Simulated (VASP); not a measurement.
# LiCl (Fm-3m) in VASP: notebook, part 2 of 2

VASP 6.6.1. The steps go on from the part before.

### Step 4. Vibrations by perturbation theory, PBE

This run uses another cell than the first one, of 17.67 Å³/atom.

Input file INCAR:

```
SYSTEM = LiCl
PREC     = Accurate       ! precision mode
ENCUT    = 520            ! plane-wave cutoff, eV
EDIFF    = 1E-8           ! SCF threshold, eV
ISMEAR   = 0              ! smearing method
SIGMA    = 0.01           ! smearing width, eV
LREAL    = .FALSE.        ! projectors in reciprocal space
LASPH    = .TRUE.         ! aspherical terms in the spheres
NELM     = 80             ! most SCF steps
ALGO     = Normal         ! electronic algorithm
ISIF     = 2              ! what is computed and relaxed
LWAVE    = .FALSE.        ! write WAVECAR
LCHARG   = .TRUE.         ! write CHGCAR
GGA      = PE             ! functional
IBRION   = 8              ! ionic algorithm
NSW      = 1              ! ionic steps
LEPSILON = .TRUE.         ! dielectric tensor by DFPT
```

Input file KPOINTS:

```
Automatic mesh
0
G
  8 8 8
  0 0 0
```

Input file POSCAR:

```
LiCl
1.0
    0.0000000000      2.6043819608      2.6043819608
    2.6043819608      0.0000000000      2.6043819608
    2.6043819608      2.6043819608      0.0000000000
Li Cl
1 1
Direct
    0.0000000000      0.0000000000      0.0000000000
    0.5000000000      0.5000000000      0.5000000000
```

Potentials or basis: VASP PAW PBE potentials, release 64 (Li_sv, Cl).

Run with:

```sh
$ cat potpaw_PBE.64/Li_sv/POTCAR potpaw_PBE.64/Cl/POTCAR > POTCAR
$ mpirun -np 1 vasp_std > vasp.out
```

OUTCAR:

```text
SYSTEM = LiCl
   PREC = Accurate
   ENCUT = 520
   EDIFF = 1E-8
   ISMEAR = 0
   LREAL = .FALSE.
   LASPH = .TRUE.
   NELM = 80
   ISIF = 2
   GGA = PE
   IBRION = 8
   NSW = 1
   LEPSILON = .TRUE.

 ion  position               nearest neighbor table
   1  0.000  0.000  0.000-   2 2.60   2 2.60   2 2.60   2 2.60   2 2.60   2 2.60
   2  0.500  0.500  0.500-   1 2.60   1 2.60   1 2.60   1 2.60   1 2.60   1 2.60

  LATTYP: Found a face centered cubic cell.
 ALAT       =     5.2087639216

  Lattice vectors:

 A1 = (   0.0000000000,   2.6043819608,   2.6043819608)
 A2 = (   2.6043819608,   0.0000000000,   2.6043819608)
 A3 = (   2.6043819608,   2.6043819608,   0.0000000000)

Analysis of symmetry for initial positions (statically):
=====================================================================
 Subroutine PRICEL returns:
 Original cell was already a primitive cell.

 Routine SETGRP: Setting up the symmetry group for a
 face centered cubic supercell.

 Subroutine GETGRP returns: Found 48 space group operations
 (whereof 48 operations were pure point group operations)
 out of a pool of 48 trial point group operations.

The static configuration has the point symmetry O_h .

Analysis of symmetry for dynamics (positions and initial velocities):
=====================================================================
 Subroutine PRICEL returns:
 Original cell was already a primitive cell.

 Routine SETGRP: Setting up the symmetry group for a
 face centered cubic supercell.

 Subroutine GETGRP returns: Found 48 space group operations
 (whereof 48 operations were pure point group operations)
 out of a pool of 48 trial point group operations.

The dynamic configuration has the point symmetry O_h .

 Subroutine INISYM returns: Found 48 space group operations
 (whereof 48 operations are pure point group operations),
 and found     1 'primitive' translations

----------------------------------------------------------------------------------------

                                     Primitive cell

  volume of cell :      35.3300

  direct lattice vectors                    reciprocal lattice vectors
     0.000000000  2.604381961  2.604381961    -0.191984128  0.191984128  0.191984128
     2.604381961  0.000000000  2.604381961     0.191984128 -0.191984128  0.191984128
     2.604381961  2.604381961  0.000000000     0.191984128  0.191984128 -0.191984128

  length of vectors
     3.683152291  3.683152291  3.683152291     0.332526264  0.332526264  0.332526264

  position of ions in fractional coordinates (direct lattice)
     0.000000000  0.000000000  0.000000000
[... 479 lines left out ...]
    -0.00017  0.00000  0.00000
     0.00000 -0.00017 -0.00000
     0.00000 -0.00000 -0.00009

--------------------------------------- Ionic step        4  -------------------------------------------

------------------------ aborting loop because EDIFF is reached ----------------------------------------

[... ionic steps 5 to 6 ...]

--------------------------------------- Ionic step        7  -------------------------------------------

 Free energy of the ion-electron system (eV)
  ---------------------------------------------------
  ---------------------------------------------------
  free energy    TOTEN  =        -0.19061605 eV

  energy without entropy =       -0.19061605

------------------------ aborting loop because EDIFF is reached ----------------------------------------

 INTERNAL STRAIN TENSOR  FOR ION    2  DIRECTION 1   (eV/Angst):
 -----------------------------------------------------------------------------
     0.00272 -0.00000  0.00000
     0.00000  0.00850  0.00000
    -0.00000  0.00000  0.00850

 MACROSCOPIC STATIC DIELECTRIC TENSOR (including local field effects in DFT)
 ------------------------------------------------------
           2.910963     0.000000    -0.000000
           0.000000     2.910963     0.000000
           0.000000     0.000000     2.910963
 ------------------------------------------------------

 PIEZOELECTRIC TENSOR (including local field effects)  for field in x, y, z        (e  Angst)
          XX          YY          ZZ          XY          YZ          ZX
  --------------------------------------------------------------------------------
  x     0.00000     0.00000     0.00000     0.00000     0.00000     0.00000
  y     0.00000     0.00000     0.00000     0.00000     0.00000     0.00000
  z     0.00000     0.00000     0.00000     0.00000     0.00000     0.00000

 PIEZOELECTRIC TENSOR (including local field effects)  for field in x, y, z        (C/m^2)
          XX          YY          ZZ          XY          YZ          ZX
  --------------------------------------------------------------------------------
  x     0.00000     0.00000     0.00000     0.00000     0.00000     0.00000
  y     0.00000     0.00000     0.00000     0.00000     0.00000     0.00000
  z     0.00000     0.00000     0.00000     0.00000     0.00000     0.00000

 BORN EFFECTIVE CHARGES (including local field effects) (in |e|, cummulative output)
 ---------------------------------------------------------------------------------
 ion    1
    1     1.19491     0.00000     0.00000
    2     0.00000     1.19491     0.00000
    3     0.00000     0.00000     1.19491
 ion    2
    1    -1.19491     0.00000     0.00000
    2     0.00000    -1.19491     0.00000
    3     0.00000     0.00000    -1.19491

 INTERNAL STRAIN TENSOR FOR ION    2 for displacements in x,y,z  (eV/Angst):
          X           Y           Z          XY          YZ          ZX
  --------------------------------------------------------------------------------
  x     0.00000     0.00000     0.00000     0.00000     0.00000     0.00000
  y     0.00000     0.00000     0.00000     0.00000     0.00000     0.00000
  z     0.00000     0.00000     0.00000     0.00000     0.00000     0.00000

 SECOND DERIVATIVES (NOT SYMMETRIZED)
 ------------------------------------
               1X          1Y          1Z          2X          2Y          2Z
  1X    -0.464208    0.000000    0.000000    0.464208    0.000000    0.000000
  1Y     0.000000   -0.464208    0.000000    0.000000    0.464208    0.000000
  1Z     0.000000    0.000000   -0.464208    0.000000    0.000000    0.464208
  2X     0.435188    0.000000    0.000000   -0.435188    0.000000    0.000000
  2Y     0.000000    0.435188    0.000000    0.000000   -0.435188    0.000000
  2Z     0.000000    0.000000    0.435188    0.000000    0.000000   -0.435188

 Eigenvectors and eigenvalues of the dynamical matrix
 ----------------------------------------------------

   1 f  =    4.380302 THz    27.522252 2PiTHz  146.111164 cm-1    18.115467 meV
             X         Y         Z           dx          dy          dz
      0.000000  0.000000  0.000000    -0.000000   -0.900048   -0.182870
      2.604382  2.604382  2.604382     0.000000    0.387646    0.078761
[... 21 lines left out ...]
   6 f/i=    0.051356 THz     0.322677 2PiTHz    1.713042 cm-1     0.212390 meV
             X         Y         Z           dx          dy          dz
      0.000000  0.000000  0.000000    -0.058570    0.245576    0.304523
      2.604382  2.604382  2.604382    -0.135991    0.570186    0.707051

--------------------------------------------------------------------------------------------------------

 MACROSCOPIC STATIC DIELECTRIC TENSOR IONIC CONTRIBUTION
 ------------------------------------------------------
          16.253515     0.000000     0.000000
           0.000000    16.253515     0.000000
           0.000000     0.000000    16.253515
 ------------------------------------------------------

 ELASTIC MODULI CONTR FROM IONIC RELAXATION (kBar)
 Direction    XX          YY          ZZ          XY          YZ          ZX
 --------------------------------------------------------------------------------
 XX           0.0000      0.0000      0.0000      0.0000      0.0000      0.0000
 YY           0.0000      0.0000      0.0000      0.0000      0.0000      0.0000
 ZZ           0.0000      0.0000      0.0000      0.0000      0.0000      0.0000
 XY           0.0000      0.0000      0.0000      0.0000      0.0000      0.0000
 YZ           0.0000      0.0000      0.0000      0.0000      0.0000      0.0000
 ZX           0.0000      0.0000      0.0000      0.0000      0.0000      0.0000
 --------------------------------------------------------------------------------

 PIEZOELECTRIC TENSOR IONIC CONTR  for field in x, y, z        (C/m^2)
          XX          YY          ZZ          XY          YZ          ZX
  --------------------------------------------------------------------------------
  x     0.00000     0.00000     0.00000     0.00000     0.00000     0.00000
  y     0.00000     0.00000     0.00000     0.00000     0.00000     0.00000
  z     0.00000     0.00000     0.00000     0.00000     0.00000     0.00000
```

Wall time 5.9 min (1 thread of Intel Xeon 8259CL, shared host); peak memory 0.2 GiB.

Results:

| Item | Value |
| --- | --- |
| Electronic dielectric tensor (diagonal) | 2.91 |
| Born charges (mean of the diagonal) | Li +1.19; Cl -1.19 e |
| Highest phonon frequency at Γ, LO-TO splitting left out | 146 cm⁻¹ |

Phonon frequencies in cm⁻¹ (negative: imaginary):
| q point | frequencies |
| --- | --- |
| (0.000, 0.000, 0.000) | -2 -2 -2 146 146 146 |

Electronic dielectric tensor:
```
2.91 0.00 0.00
0.00 2.91 0.00
0.00 0.00 2.91
```

Born effective charge tensors (e):
atom 1, Li
```
1.19 0.00 0.00
0.00 1.19 0.00
0.00 0.00 1.19
```
atom 2, Cl
```
-1.19  0.00  0.00
 0.00 -1.19  0.00
 0.00  0.00 -1.19
```

Caveat: the cell stands under pressure or tension, which shifts response properties; the cutoff is under 1.25 times the usual one of these potentials, so pressure, stress and relaxed cells hold a basis-set (Pulay) error.
